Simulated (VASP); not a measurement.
# MgS (P6_3/mmc) in VASP: single point with PBE

Aim: the single point of MgS with PBE.

Everything below comes from runs of VASP 6.6.1. Logs are shortened: lines on timing, memory, paths and dates and some standing lists are left out, and cuts for length are marked.

## 1. The cell of the first run

Symmetry: P6_3/mmc, No. 194, hexagonal system. Conventional cell: a = 3.591 Å, b = 3.591 Å, c = 6.052 Å, α = 90.00°, β = 90.00°, γ = 120.00°. Mg (site symmetry -3m) has 6 S at 2.57 Å and 2 Mg at 3.03 Å within 3.4 Å. Within 3.4 Å of S (site symmetry -6m2) lie 6 Mg at 2.57 Å.

## 2. Single point, PBE (16.90 Å³/atom)

The input, INCAR:

```
SYSTEM = MgS
ALGO = Normal
EDIFF = 1E-6
ENCUT = 840
GGA = PE
GGA_COMPAT = .False.
ISIF = 2
ISMEAR = 0
LASPH = .True.
LCHARG = .True.
LELF = .True.
LREAL = .False.
LVHAR = .True.
LWAVE = .False.
NBANDS = 24
NELM = 120
PREC = Accurate
SIGMA = 0.01
```

The input, KPOINTS:

```
k-points
0
Gamma
  6 6 4
  0 0 0
```

The input, POSCAR:

```
MgS
1.0
    3.5908206090      0.0000000000      0.0000000000
   -1.7954103045      3.1097418678      0.0000000000
    0.0000000000      0.0000000000      6.0522842888
Mg S
2 2
Direct
    0.0000000000      0.0000000000      0.0000000000
    0.0000000000      0.0000000000      0.5000000000
    0.3333333333      0.6666666667      0.2500000000
    0.6666666667      0.3333333333      0.7500000000
```

Potentials or basis: VASP PAW PBE potentials, release 64 (Mg_sv, S).

Command:

```sh
$ cat potpaw_PBE.64/Mg_sv/POTCAR potpaw_PBE.64/S/POTCAR > POTCAR
$ mpirun -np 1 vasp_std > vasp.out
```

OUTCAR:

```text
SYSTEM = MgS
   EDIFF = 1E-6
   ENCUT = 840
   GGA = PE
   ISIF = 2
   ISMEAR = 0
   LASPH = .True.
   LREAL = .False.
   NELM = 120
   PREC = Accurate

 ion  position               nearest neighbor table
   1  0.000  0.000  0.000-
   2  0.000  0.000  0.500-
   3  0.333  0.667  0.250-
   4  0.667  0.333  0.750-

  LATTYP: Found a hexagonal cell.
 ALAT       =     3.5908206090
 C/A-ratio  =     1.6854877890

  Lattice vectors:

 A1 = (   3.5908206090,   0.0000000000,   0.0000000000)
 A2 = (  -1.7954103045,   3.1097418678,   0.0000000000)
 A3 = (   0.0000000000,   0.0000000000,   6.0522842888)

Analysis of symmetry for initial positions (statically):
=====================================================================
 Subroutine PRICEL returns:
 Original cell was already a primitive cell.

 Routine SETGRP: Setting up the symmetry group for a
 hexagonal supercell.

 Subroutine GETGRP returns: Found 24 space group operations
 (whereof 12 operations were pure point group operations)
 out of a pool of 24 trial point group operations.

The static configuration has the point symmetry D_3d.
 The point group associated with its full space group is D_6h.

Analysis of symmetry for dynamics (positions and initial velocities):
=====================================================================
 Subroutine PRICEL returns:
 Original cell was already a primitive cell.

 Routine SETGRP: Setting up the symmetry group for a
 hexagonal supercell.

 Subroutine GETGRP returns: Found 24 space group operations
 (whereof 12 operations were pure point group operations)
 out of a pool of 24 trial point group operations.

The dynamic configuration has the point symmetry D_3d.
 The point group associated with its full space group is D_6h.

 Subroutine INISYM returns: Found 24 space group operations
 (whereof 12 operations are pure point group operations),
 and found     1 'primitive' translations

----------------------------------------------------------------------------------------

                                     Primitive cell

  volume of cell :      67.5830

  direct lattice vectors                    reciprocal lattice vectors
     3.590820609  0.000000000  0.000000000     0.278487875  0.160785049  0.000000000
    -1.795410305  3.109741868  0.000000000     0.000000000  0.321570099  0.000000000
     0.000000000  0.000000000  6.052284289     0.000000000  0.000000000  0.165226872

  length of vectors
     3.590820609  3.590820609  6.052284289     0.321570099  0.321570099  0.165226872

  position of ions in fractional coordinates (direct lattice)
     0.000000000  0.000000000  0.000000000
     0.000000000  0.000000000  0.500000000
     0.333333333  0.666666667  0.250000000
     0.666666667  0.333333333  0.750000000

  ion indices of the primitive-cell ions
   primitive index   ion index
                 1           1
                 2           2
                 3           3
                 4           4

----------------------------------------------------------------------------------------

 KPOINTS: k-points

Automatic generation of k-mesh.
 Grid dimensions read from file:
 generate k-points for:    6    6    4

 Generating k-lattice:

  Cartesian coordinates                     Fractional coordinates (reciprocal lattice)
     0.046414646  0.026797508  0.000000000     0.166666667  0.000000000  0.000000000
     0.000000000  0.053595016  0.000000000     0.000000000  0.166666667  0.000000000
     0.000000000  0.000000000  0.041306718     0.000000000  0.000000000  0.250000000

  Length of vectors
     0.053595016  0.053595016  0.041306718

  Shift w.r.t. Gamma in fractional coordinates (k-lattice)
     0.000000000  0.000000000  0.000000000

 Subroutine IBZKPT returns following result:
 ===========================================

 Found     21 irreducible k-points:

 Following reciprocal coordinates:
            Coordinates               Weight
  0.000000  0.000000  0.000000      1.000000
  0.166667  0.000000  0.000000      6.000000
  0.333333  0.000000  0.000000      6.000000
  0.500000  0.000000  0.000000      3.000000
  0.166667  0.166667  0.000000      6.000000
  0.333333  0.166667  0.000000     12.000000
[... 13 lines left out ...]
  0.333333  0.166667  0.500000     12.000000
  0.333333  0.333333  0.500000      2.000000
   k-points           NKPTS =     21   k-points in BZ     NKDIM =     21   number of bands    NBANDS=     24
   number of dos      NEDOS =    301   number of ions     NIONS =      4
   total plane-waves  NPLWV =  77760
   dimension x,y,z NGX =    36 NGY =   36 NGZ =   60
   dimension x,y,z NGXF=    72 NGYF=   72 NGZF=  120
   ions per type =               2   2
   NGX,Y,Z   is equivalent  to a cutoff of  16.67, 16.67, 16.48 a.u.
   NGXF,Y,Z  is equivalent  to a cutoff of  33.33, 33.33, 32.96 a.u.
 SYSTEM =  MgS
   PREC   = accura    normal or accurate (medium, high low for compatibility)
   ISTART =      0    job   : 0-new  1-cont  2-samecut
   ICHARG =      2    charge: 1-file 2-atom 10-const
   ISPIN  =      1    spin polarized calculation?
   LNONCOLLINEAR =      F non collinear calculations
   LSORBIT =      F    spin-orbit coupling
   LASPH  =      T    aspherical Exc in radial PAW
   ENCUT  =  840.0 eV  61.74 Ry    7.86 a.u.   8.49  8.49 14.30*2*pi/ulx,y,z
   NELM   =    120;   NELMIN=  2; NELMDL= -5     # of ELM steps
   EDIFF  = 0.1E-05   stopping-criterion for ELM
   LREAL  =      F    real-space projection
   EDIFFG = 0.1E-04   stopping-criterion for IOM
   NSW    =      0    number of steps for IOM
   IBRION =     -1    ionic relax: 0-MD 1-quasi-New 2-CG
   NFREE  =      0    steps in history (QN), initial steepest desc. (CG)
   ISIF   =      2    stress and relaxation
   ISYM   =      2    0-nonsym 1-usesym 2-fastsym
   POTIM  = 0.5000    time-step for ionic-motion
   TEBEG  =    0.0;   TEEND  =   0.0 temperature during run
   PSTRESS=    0.0 pullay stress
   NELECT =      32.0000    total number of electrons
   NUPDOWN=      -1.0000    fix difference up-down
   EMIN   =  10.00;   EMAX   =-10.00  energy-range for DOS
   EFERMI =   0.00;   METHOD = LEGACY
   ISMEAR =     0;   SIGMA  =   0.01  broadening in eV -4-tet -1-fermi 0-gaus
   EFERMI_NEDOS =   21; number of points for ismear=-14 and -15
   IALGO  =     38    algorithm
   IMIX   =      4    mixing-type and parameters
     AMIX     =   0.40;   BMIX     =  1.00
     AMIX_MAG =   1.60;   BMIX_MAG =  1.00
  volume/ion in A,a.u.               =      16.90       114.02
  Fermi-wavevector in a.u.,A,eV,Ry     =   1.275985  2.411263 22.152172  1.628139
  Thomas-Fermi vector in A             =   2.408667
   LORBIT       =      0    0 simple, 1 ext, 2 COOP (PROOUT), +10 PAW based schemes
   GGA     = PE    functional components
   LHFCALC =     F    Hartree Fock is set to
   AEXX    =    0.0000 exact exchange contribution
   IVDW    =     0    specifies the selected vdW correction
   LEPSILON=     F    determine dielectric tensor
   LRPA    =     F    only Hartree local field effects (RPA)
 non-spin polarized calculation
 Gauss-broadening in eV      SIGMA  =   0.01
  energy-cutoff  :      840.00
  volume of cell :       67.58
 maximum number of plane-waves:      3785
 NGX is ok and might be reduce to    36
   NGX = 17   NGY = 17   NGZ = 29

 number of electron      31.9999999 magnetization

 Free energy of the ion-electron system (eV)
  ---------------------------------------------------
  ext. energy  EPLUGINS =         0.00000000
  ---------------------------------------------------
  free energy    TOTEN  =       -16.83117227 eV

  energy without entropy =      -16.83117227  energy(sigma->0) =      -16.83117227

 E-fermi :   4.1785     XC(G=0): -10.0177

 val. band max:        3.9820787440   @ k =   0.0000   0.0000   0.0000
 cond. band min:       7.4796196547   @ k =   0.3333   0.3333   0.0000
 fundamental gap:      3.4975409107
 Fermi energy:         4.1784533878

 k-point     1 :       0.0000    0.0000    0.0000
  band No.  band energies     occupation
      1     -70.6226      2.00000
      2     -70.6204      2.00000
      3     -37.3994      2.00000
      4     -37.3787      2.00000
      5     -37.3787      2.00000
      6     -37.3755      2.00000
[... 16 lines left out ...]
     23      12.5381      0.00000
     24      13.3299      0.00000

 k-point     2 :       0.1667    0.0000    0.0000
  band No.  band energies     occupation
      1     -70.6223      2.00000
      2     -70.6204      2.00000
      3     -37.3990      2.00000
      4     -37.3804      2.00000
      5     -37.3791      2.00000
      6     -37.3772      2.00000
[... 16 lines left out ...]
     23      12.7455      0.00000
     24      12.8429      0.00000

 k-point     3 :       0.3333    0.0000    0.0000
  band No.  band energies     occupation
      1     -70.6222      2.00000
      2     -70.6201      2.00000
      3     -37.3982      2.00000
      4     -37.3840      2.00000
      5     -37.3803      2.00000
      6     -37.3799      2.00000
[... 16 lines left out ...]
     23      13.2986      0.00000
     24      15.1441      0.00000

 k-point     4 :       0.5000    0.0000    0.0000
  band No.  band energies     occupation
      1     -70.6221      2.00000
      2     -70.6199      2.00000
      3     -37.3979      2.00000
      4     -37.3858      2.00000
      5     -37.3819      2.00000
      6     -37.3803      2.00000
[... 16 lines left out ...]
     23      13.5799      0.00000
     24      15.9610      0.00000

 k-point     5 :       0.1667    0.1667    0.0000
  band No.  band energies     occupation
      1     -70.6222      2.00000
      2     -70.6202      2.00000
      3     -37.3984      2.00000
      4     -37.3827      2.00000
      5     -37.3800      2.00000
      6     -37.3793      2.00000
[... 370 lines left out ...]
 k-point    19 :       0.1667    0.1667    0.5000
  band No.  band energies     occupation
      1     -70.6212      2.00000
      2     -70.6212      2.00000
      3     -37.3826      2.00000
      4     -37.3826      2.00000
      5     -37.3810      2.00000
      6     -37.3810      2.00000
[... 16 lines left out ...]
     23      12.8166      0.00000
     24      12.8166      0.00000

 k-point    20 :       0.3333    0.1667    0.5000
  band No.  band energies     occupation
      1     -70.6210      2.00000
      2     -70.6210      2.00000
      3     -37.3830      2.00000
      4     -37.3830      2.00000
      5     -37.3821      2.00000
      6     -37.3821      2.00000
[... 16 lines left out ...]
     23      14.1759      0.00000
     24      14.1759      0.00000

 k-point    21 :       0.3333    0.3333    0.5000
  band No.  band energies     occupation
      1     -70.6209      2.00000
      2     -70.6209      2.00000
      3     -37.3820      2.00000
      4     -37.3820      2.00000
      5     -37.3819      2.00000
      6     -37.3819      2.00000
[... 16 lines left out ...]
     23      13.5671      0.00000
     24      13.5671      0.00000

------------------------ aborting loop because EDIFF is reached ----------------------------------------

  FORCE on cell =-STRESS in cart. coord.  units (eV):
  Direction    XX          YY          ZZ          XY          YZ          ZX
  --------------------------------------------------------------------------------------
  -------------------------------------------------------------------------------------
  Total        2.0875341      2.0875341      2.2362840      0.0000000      0.0000000      0.0000000
  in kB       49.4887852     49.4887852     53.0151725      0.0000000      0.0000000      0.0000000
  external PRESSURE =      50.6642476 kB  Pullay stress =       0.0000000 kB

 VOLUME and BASIS-vectors are now :
 -----------------------------------------------------------------------------
  energy-cutoff  :      840.00
  volume of cell :       67.58
      direct lattice vectors                 reciprocal lattice vectors
     3.590820609  0.000000000  0.000000000     0.278487875  0.160785049  0.000000000
    -1.795410305  3.109741868  0.000000000     0.000000000  0.321570099  0.000000000
     0.000000000  0.000000000  6.052284289     0.000000000  0.000000000  0.165226872

 POSITION                                       TOTAL-FORCE (eV/Angst)
 -----------------------------------------------------------------------------------
      0.00000      0.00000      0.00000         0.000000      0.000000     -0.000000
      0.00000      0.00000      3.02614         0.000000      0.000000     -0.000000
     -0.00000      2.07316      1.51307         0.000000     -0.000000     -0.000000
      1.79541      1.03658      4.53921        -0.000000      0.000000      0.000000
 -----------------------------------------------------------------------------------
    total drift:                               -0.000000      0.000000     -0.000000

  FREE ENERGIE OF THE ION-ELECTRON SYSTEM (eV)
  ---------------------------------------------------
  free  energy   TOTEN  =       -16.8311722735 eV

  energy  without entropy=      -16.8311722735  energy(sigma->0) =      -16.83117227
```

It took 58 s on 1 thread of AMD EPYC 7R13 (Zen 3), shared host; peak memory 0.25 GiB.

What came out:

| Quantity | Value |
| --- | --- |
| Free energy | -16.8312 eV |
| Pressure | 5.1 GPa |
| Band gap on the k mesh | 3.50 eV (least direct gap 3.92 eV) |

Stress tensor (GPa, compression positive):
```
4.95 0.00 0.00
0.00 4.95 0.00
0.00 0.00 5.30
```

Levels at points of the mesh, in eV from the valence-band top:
| k point | band 14 | band 15 | band 16 | band 17 | band 18 | band 19 |
| --- | --- | --- | --- | --- | --- | --- |
| (0.00, 0.00, 0.00) | -0.25 | 0.00 | 0.00 | 3.92 | 4.74 | 6.76 |
| (0.50, 0.00, 0.00) | -1.81 | -1.68 | -0.67 | 3.99 | 4.54 | 5.02 |
| (0.00, 0.00, 0.50) | -0.27 | -0.27 | -0.27 | 5.02 | 5.02 | 7.60 |
| (0.50, 0.00, 0.50) | -1.60 | -1.23 | -1.23 | 4.11 | 4.11 | 5.24 |

Caveat: the cell stands under pressure. A k mesh can miss the band edges.
